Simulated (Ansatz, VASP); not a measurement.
**One calculation of C, two programs**

```
C
1.0
     2.49909    0.00000    0.00000
    -1.24955    2.16428    0.00000
     0.00000    0.00000    4.11898
C
4
Direct
  0.33333 0.66667 0.99974
  0.66667 0.33333 0.49974
  0.33333 0.66667 0.37426
  0.66667 0.33333 0.87426
```

Change from the starting cell: strained cell.

Alike in both runs: functional PBEsol; k mesh 9 × 9 × 6; occupations gaussian, width 0.02 eV; no spin polarisation.

Ansatz relaxed the structure, and its values are those at the end. VASP's run is a single point on that final structure, the one shown.

|  | VASP | Ansatz |
| --- | --- | --- |
| version | VASP 6.6.1 | Ansatz 0.2.0 |
| potentials or method | VASP PAW PBE potentials, release 64 (C), cutoff 520 eV | scalar-relativistic, plane waves, PAW |
| valence electrons in the cell | 16 | 16 |

|  | VASP | Ansatz | Ansatz less VASP |
| --- | --- | --- | --- |
| gap on the k mesh at the Fermi level (eV) | 3.03 | 3.05 | +0.019 |
| least direct gap on the mesh (eV) | 4.81 | 4.82 | +0.007 |
| pressure (GPa) | 5.8 | 4.6 | -1.20 |

VASP's potentials were made for PBE, not for PBEsol, and Ansatz warns of the same on its side. The functional is the same, so the differences come from potentials, cutoffs and numerics. Ansatz's warnings: stress scf threshold loose.
